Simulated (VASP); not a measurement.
V: single point with PBEsol

The system is V.

```
CELL_PARAMETERS angstrom
4.28105 0.00000 0.00000
-2.14052 3.70750 0.00000
0.00000 0.00000 2.28761
ATOMIC_POSITIONS crystal
V 0.00000 0.00000 0.00000
V 0.33333 0.66667 0.50000
V 0.66667 0.33333 0.50000
```

This isn't the form of V at room conditions, which is bcc.

- Program: VASP 6.6.1
- Task: single point
- Functional: PBEsol
- Potentials or basis: VASP PAW PBE potentials, release 64 (V_sv)
- Cutoff: 520 eV
- k mesh: 9 × 9 × 15
- Occupations: fermi-dirac, width 0.1 eV
- Spin: no spin polarisation
- Dipole correction: no
- Further INCAR settings: ALGO = Normal; EDIFF = 1e-06; NBANDS = 26

- Pressure: 18.8 GPa
- Band gap on the k mesh: zero (an odd number of electrons rules out a gap without spin polarisation)

Stress tensor (GPa, compression positive):
```
18.40  0.00  0.00
 0.00 18.40  0.00
 0.00  0.00 19.61
```

Levels at points of the mesh, in eV from the Fermi level:
```tsv
k point	band 16	band 17	band 18	band 19	band 20	band 21	band 22	band 23	band 24	band 25
(0.00, 0.00, 0.00)	-1.51	-1.49	-1.49	-1.46	-1.01	0.53	0.53	2.70	2.70	2.70
```

Wall time 90 s on 1 thread of Intel Xeon 8259CL, with other jobs on the host, peak memory 0.19 GiB.

Caveat: the cell stands under pressure; the PAW data sets were made with another functional, which shifts forces and pressure a little.
